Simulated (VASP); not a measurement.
The system is Mg.

```xyz
4
Lattice="3.1768 0.0000 0.0000 -1.5884 2.7512 0.0000 0.0000 0.0000 10.3189" Properties=species:S:1:pos:R:3 pbc="T T T"
Mg    1.5884    0.9171    7.7391
Mg    0.0000    0.0000    5.1594
Mg    0.0000    1.8341    2.5797
Mg    0.0000    0.0000    0.0000
```

- Program: VASP 6.6.1
- Task: relaxation of cell and atoms
- Functional: PBEsol
- Dispersion: D3(BJ)
- Potentials or basis: VASP PAW PBE potentials, release 64 (Mg)
- Cutoff: 600 eV
- k mesh: 10 × 10 × 3
- Occupations: fermi-dirac, width 0.05 eV
- Spin: no spin polarisation

At the start: pressure -1.9 GPa; volume 22.55 Å³/atom.

**Question.** Where does the relaxation end?

**Answer.** Over 6 steps the energy falls by 7.2 meV/atom and the volume is 21.45 Å³/atom (-4.9 %); space group P6_3/mmc (No. 194, to 0.05 Å).

The path:
| step | energy change (eV) | largest force (eV/Å) | pressure (GPa) | volume (Å³) |
| --- | --- | --- | --- | --- |
| 1 | 0.0000 | 0.0000 | -1.85 | 90.19 |
| 2 | -0.0264 | 0.0000 | -0.46 | 86.82 |
| 3 | -0.0281 | 0.0000 | 0.03 | 85.80 |
| 4 | -0.0281 | 0.0000 | 0.07 | 85.71 |
| 5 | -0.0286 | 0.0000 | 0.05 | 85.76 |
| 6 | -0.0287 | 0.0000 | 0.04 | 85.80 |

Final structure:
```xyz
4
Lattice="3.1093 0.0000 0.0000 -1.5546 2.6927 0.0000 0.0000 0.0000 10.2478" Properties=species:S:1:pos:R:3 pbc="T T T"
Mg    1.5546    0.8976    7.6858
Mg    0.0000    0.0000    5.1239
Mg    0.0000    1.7951    2.5619
Mg    0.0000    0.0000    0.0000
```

Caveat: the PAW data sets were made with another functional, which shifts forces and pressure a little; pairwise dispersion overbinds metals, which lowers pressure and volume.
